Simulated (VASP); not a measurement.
A run of VASP 6.6.1:

Contents of INCAR:

```
ALGO = Normal ; EDIFF = 1E-6
ENCUT = 520 ; GGA = PE
ISIF = 2 ; ISMEAR = -1
LASPH = True ; LCHARG = False
LREAL = False ; LWAVE = False
NBANDS = 15 ; NELM = 60
PREC = Accurate ; SIGMA = 0.02
```

Contents of KPOINTS:

```
k-points
0
Gamma
  10 10 10
```

POSCAR

```
CaO
1.0
    0.0000000000      2.4869759078      2.4869759078
    2.4869759078      0.0000000000      2.4869759078
    2.4869759078      2.4869759078      0.0000000000
Ca O
1 1
Direct
    0.0000000000      0.0000000000      0.0000000000
    0.5000000000      0.5000000000      0.5000000000
```

Potentials or basis: VASP PAW PBE potentials, release 64 (Ca_sv, O).

The run is started by

```console
$ cat potpaw_PBE.64/Ca_sv/POTCAR potpaw_PBE.64/O/POTCAR > POTCAR
$ mpirun -np 1 vasp_std > vasp.out
```

Hardware: 1 thread of Intel(R) Xeon(R) Platinum 8488C (Sapphire Rapids), with other jobs on the host.

**Question.** How long does it take, and how much memory?

**Answer.** Wall time 14 s on 1 thread of Intel(R) Xeon(R) Platinum 8488C (Sapphire Rapids), with other jobs on the host, peak memory 0.16 GiB. Counts: scf iterations 13, k points 47.
